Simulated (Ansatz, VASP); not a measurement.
# One calculation of N, two programs

The input INCAR:

```
PREC = Accurate
ENCUT = 520
EDIFF = 1E-6
ISMEAR = 0
SIGMA = 0.05
LREAL = False
LASPH = True
NELM = 80
ALGO = Normal
ISIF = 2
LWAVE = False
LCHARG = False
GGA = PS
NBANDS = 18
```

File KPOINTS:

```
regular mesh
0
Gamma
  6 6 6
```

POSCAR

```
N
1.0
    4.1400149773      0.0000000000      0.0000000000
    0.0000000000      4.1400149773      0.0000000000
    0.0000000000      0.0000000000      5.2023878780
N
4
Direct
    0.9042752000      0.9042752000      0.0000000000
    0.5957248000      0.4042752000      0.5000000000
    0.0957248000      0.0957248000      0.0000000000
    0.4042752000      0.5957248000      0.5000000000
```

Input for Ansatz:

```yaml
crystal:
  lattice:
    - [4.1400149773, 0.0, 0.0]
    - [0.0, 4.1400149773, 0.0]
    - [0.0, 0.0, 5.202387878]
  atoms:
    - { symbol: "N", position: [0.9042752, 0.9042752, 0.0] }
    - { symbol: "N", position: [0.5957248, 0.4042752, 0.5] }
    - { symbol: "N", position: [0.0957248, 0.0957248, 0.0] }
    - { symbol: "N", position: [0.4042752, 0.5957248, 0.5] }
basis:
  ecutwfc: 420
kpoints:
  mp_grid: { grid: [6, 6, 6] }
hamiltonian:
  xc: pbesol
scf:
  occupations: { method: gaussian, width: 0.05 }
output:
  forces: true
  stress: true
  eigenvalues: true
```

Alike in both runs: task single point; functional PBEsol; k mesh 6 × 6 × 6; occupations gaussian, width 0.05 eV; no spin polarisation.

|  | VASP | Ansatz |
| --- | --- | --- |
| version | VASP 6.6.1 | Ansatz 0.2.0 |
| potentials or method | VASP PAW PBE potentials, release 64 (N), cutoff 520 eV | scalar-relativistic, plane waves, PAW |
| valence electrons in the cell | 20 | 20 |

VASP gave:

* gap on the k mesh at the Fermi level (eV): 6.67
* least direct gap on the mesh (eV): 6.81
* pressure (GPa): -1.7
* traceless stress, the component that is largest in VASP (GPa): 1.99
* rms of the force components (eV/Å): 0.822

Task: Estimate Ansatz's values.

Result: gap on the k mesh at the Fermi level (eV): 6.72; least direct gap on the mesh (eV): 6.85; pressure (GPa): -3.4; traceless stress, the component that is largest in VASP (GPa): 3.84; rms of the force components (eV/Å): 1.630.

VASP's potentials were made for PBE, not for PBEsol. Atom by atom the forces differ by 0.809 eV/Å (rms over components). With one functional, cell and mesh, what is left measures potentials, basis and numerics.

Noted on VASP's run: the standard files for N, O and F lose accuracy on very short bonds.
